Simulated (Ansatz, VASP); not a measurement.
**InSb in VASP and in Ansatz**

Contents of INCAR:

```
PREC     = Accurate       # precision mode
ENCUT    = 520            # plane-wave cutoff, eV
EDIFF    = 1E-6           # SCF threshold, eV
ISMEAR   = 0              # smearing method
SIGMA    = 0.15           # smearing width, eV
LREAL    = False          # projectors in reciprocal space
LASPH    = True           # aspherical terms in the spheres
NELM     = 80             # most SCF steps
ALGO     = Normal         # electronic algorithm
ISIF     = 2              # what is computed and relaxed
LWAVE    = False          # write WAVECAR
LCHARG   = False          # write CHGCAR
GGA      = PE             # functional
NBANDS   = 16             # bands
```

KPOINTS

```
regular mesh
0
Gamma
  14 14 14
```

POSCAR

```
InSb
1.0
    0.0000000000      3.2021538661      2.8361476792
    3.2021538661      0.0000000000      2.8361476792
    3.2021538661      3.2021538661      0.0000000000
In Sb
1 1
Direct
    0.0000000000      0.0000000000      0.0000000000
    0.5000000000      0.5000000000      0.5000000000
```

Input for Ansatz:

```yaml
crystal:
  lattice:
    - [0.0, 3.2021538661, 2.8361476792]
    - [3.2021538661, 0.0, 2.8361476792]
    - [3.2021538661, 3.2021538661, 0.0]
  atoms:
    - { symbol: In, position: [0.0, 0.0, 0.0] }
    - { symbol: Sb, position: [0.5, 0.5, 0.5] }
basis:
  ecutwfc: 420
kpoints:
  mp_grid: { grid: [14, 14, 14] }
hamiltonian:
  xc: pbe
  pseudopotentials: { kind: paw, azcp: { folder: soft_1 } }
scf:
  occupations: { method: gaussian, width: 0.15 }
output:
  forces: true
  stress: true
  eigenvalues: true
```

Alike in both runs: task single point; functional PBE; k mesh 14 × 14 × 14; occupations gaussian, width 0.15 eV; no spin polarisation.

|  | VASP | Ansatz |
| --- | --- | --- |
| version | VASP 6.6.1 | Ansatz 0.2.0 |
| potentials or method | VASP PAW PBE potentials, release 64 (In_d, Sb), cutoff 520 eV | scalar-relativistic, plane waves, PAW |
| valence electrons in the cell | 18 | 28 |

|  | VASP | Ansatz | Ansatz less VASP |
| --- | --- | --- | --- |
| gap on the k mesh at the Fermi level (eV) | none | none | - |
| pressure (GPa) | 1.7 | 1.7 | +0.04 |
| traceless stress, the component that is largest in VASP (GPa) | 8.48 | 8.50 | +0.021 |

A gap of «none» marks a metal or a gap that the smearing closes. VASP's potentials hold 18 valence electrons a cell and Ansatz's 28, so a difference there can come from the potentials and not from the codes.

Neither program's run includes spin-orbit coupling.
